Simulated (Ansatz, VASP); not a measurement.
Two plane-wave programs on Eu

```
Eu
1.0
    -2.11779    2.11779    2.11779
     2.11779   -2.11779    2.11779
     2.11779    2.11779   -2.11779
Eu
1
Cartesian
  0.0000 0.0000 0.0000
```

Alike in both runs: task single point; functional PBEsol; k mesh 14 × 14 × 14; occupations gaussian, width 0.05 eV; collinear spin.

|  | VASP | Ansatz |
| --- | --- | --- |
| version | VASP 6.6.1 | Ansatz 0.2.0 |
| potentials or method | VASP PAW PBE potentials, release 64 (Eu), cutoff 520 eV | scalar-relativistic, plane waves, PAW |
| valence electrons in the cell | 17 | 17 |

|  | VASP | Ansatz | Ansatz less VASP |
| --- | --- | --- | --- |
| pressure (GPa) | -0.3 | 0.0 | +0.34 |
| net moment per atom (μB) | 7.21 | 7.21 | +0.004 |
| size of the moment on the site where the two differ most (μB) | 6.65 | 6.97 | +0.314 |

VASP's potentials were made for PBE, not for PBEsol. Site moments also hang on the region over which each program counts them. Ansatz's warnings: given moment on shells.

Spin-orbit coupling is off throughout.
